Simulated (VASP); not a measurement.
Set up this calculation in VASP 6.6.1, as the native input.

* Task: single point
* Functional: PBE
* Potentials or basis: VASP PAW PBE potentials, release 64 (Ge_d)
* Cutoff: 500 eV
* k mesh: 10 × 10 × 10
* Occupations: gaussian, width 0.1 eV
* Spin: no spin polarisation
* Dipole correction: no
* Further INCAR settings: ALGO = Normal; EDIFF = 1e-06; NBANDS = 21

The structure of Ge lies in POSCAR:

```
Ge
1.0
    0.0000000000      2.9093124664      2.8601690740
    2.9093124664      0.0000000000      2.8601690740
    2.9093124664      2.9093124664      0.0000000000
Ge
2
Direct
    0.0000000000      0.0000000000      0.0000000000
    0.2500000000      0.2500000000      0.2500000000
```

This cell differs from its parent crystal: strained cell.

These files were run (other wordings do the same):

INCAR

```
ALGO = Normal
EDIFF = 1E-6
ENCUT = 500
GGA = PE
GGA_COMPAT = False
ISIF = 2
ISMEAR = 0
LASPH = True
LCHARG = False
LREAL = False
LWAVE = False
NBANDS = 21
NELM = 120
PREC = Accurate
SIGMA = 0.1
```

KPOINTS

```
k-points
0
Gamma
  10 10 10
```

Potentials or basis: VASP PAW PBE potentials, release 64 (Ge_d).

Run with:

```console
$ cat potpaw_PBE.64/Ge_d/POTCAR > POTCAR
$ mpirun -np 1 vasp_std > vasp.out
```

It gave:

The pressure is -0.8 GPa.

Caveat: the cell differs from its parent crystal (strained cell).

Run time: 96 s on 1 thread of AMD EPYC 7R13, with other jobs on the host, peak memory 0.19 GiB.
